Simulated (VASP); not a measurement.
Set up this calculation in VASP 6.6.1, as the native input.

| Quantity | Value |
| --- | --- |
| Task | single point |
| Functional | LDA |
| Potentials or basis | VASP PAW LDA potentials, release 64 (Ti_sv, Ni) |
| Cutoff | 520 eV |
| k mesh | 5 × 5 × 5 |
| Occupations | fermi-dirac, width 0.1 eV |
| Spin | collinear spin, zero start |
| Starting moments | [0.0, 0.0] μB |
| Fixed moment | 0 μB |
| Dipole correction | no |
| Further INCAR settings | ALGO = Normal; EDIFF = 1e-07; NBANDS = 22 |

The structure of TiNi lies in POSCAR:

```
TiNi
1.0
    2.9880660000      0.0000000000      0.0000000000
    0.0000000000      2.9880660000      0.0000000000
    0.0000000000      0.0000000000      2.9880660000
Ti Ni
1 1
Direct
    0.5000000000      0.5000000000      0.5000000000
    0.0000000000      0.0000000000      0.0000000000
```

These files were run (other wordings do the same):

INCAR

```
SYSTEM = TiNi
PREC = Accurate
ENCUT = 520
EDIFF = 1E-7
ISMEAR = -1
SIGMA = 0.1
LREAL = .False.
LASPH = .True.
NELM = 150
ALGO = Normal
ISIF = 2
LWAVE = .False.
LCHARG = .False.
ISPIN = 2
MAGMOM = 0 0
LORBIT = 11
NUPDOWN = 0.0
LMAXMIX = 4
NBANDS = 22
```

KPOINTS

```
Automatic mesh
0
Gamma
  5 5 5
  0 0 0
```

Potentials or basis: VASP PAW LDA potentials, release 64 (Ti_sv, Ni).

Launch:

```bash
$ cat potpaw_LDA.64/Ti_sv/POTCAR potpaw_LDA.64/Ni/POTCAR > POTCAR
$ mpirun -np 1 vasp_std > vasp.out
```

Results of the run:

| Property | Result |
| --- | --- |
| Pressure | -7.9 GPa |
| Net moment | 0.00 μB per cell |
| Valence electrons inside the program's atomic spheres | Ti 10.28; Ni 9.40 |

Caveat: the k points lie up to 0.42 Å⁻¹ apart; the total moment is fixed, so each spin has its own Fermi level.

Wall time 7.3 s on 1 thread of Intel(R) Xeon(R) Platinum 8488C (Sapphire Rapids) (shared host), peak memory 0.13 GiB.
